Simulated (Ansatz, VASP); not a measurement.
**One calculation of GaN, two programs**

File INCAR:

```
SYSTEM = GaN
PREC = Accurate
ENCUT = 600
EDIFF = 1E-6
ISMEAR = 0
SIGMA = 0.05
LREAL = .False.
LASPH = .True.
NELM = 120
ALGO = Normal
ISIF = 2
LWAVE = .False.
LCHARG = .False.
GGA = CA
NBANDS = 16
GGA_COMPAT = .False.
```

Contents of KPOINTS:

```
Automatic mesh
0
Gamma
  8 8 8
  0 0 0
```

The input POSCAR:

```
GaN
1.0
    0.0000000000      2.1200000000      2.1200000000
    2.1200000000      0.0000000000      2.1200000000
    2.1200000000      2.1200000000      0.0000000000
Ga N
1 1
Direct
    0.0000000000      0.0000000000      0.0000000000
    0.5000000000      0.5000000000      0.5000000000
```

Input for Ansatz:

```yaml
crystal:
  lattice:
    - [0.0, 2.12, 2.12]
    - [2.12, 0.0, 2.12]
    - [2.12, 2.12, 0.0]
  atoms:
    - { symbol: Ga, position: [0.0, 0.0, 0.0] }
    - { symbol: "N", position: [0.5, 0.5, 0.5] }
basis:
  ecutwfc: 420
kpoints:
  mp_grid: { grid: [8, 8, 8] }
hamiltonian:
  xc: lda
scf:
  occupations: { method: gaussian, width: 0.05 }
output:
  forces: true
  stress: true
  eigenvalues: true
```

Alike in both runs: task single point; functional LDA; k mesh 8 × 8 × 8; occupations gaussian, width 0.05 eV; no spin polarisation.

|  | VASP | Ansatz |
| --- | --- | --- |
| version | VASP 6.6.1 | Ansatz 0.2.0 |
| potentials or method | VASP PAW LDA potentials, release 64 (Ga_d, N), cutoff 600 eV | scalar-relativistic, plane waves, PAW |
| valence electrons in the cell | 18 | 18 |

VASP gave:

| Item | Value |
| --- | --- |
| gap on the k mesh at the Fermi level (eV) | 0.37 |
| least direct gap on the mesh (eV) | 2.71 |
| pressure (GPa) | -8.5 |

Which values does Ansatz return?

gap on the k mesh at the Fermi level (eV): 0.35; least direct gap on the mesh (eV): 2.68; pressure (GPa): -9.6.

LDA's correlation is that of Perdew and Zunger in VASP and of Perdew and Wang (1992) in Ansatz.
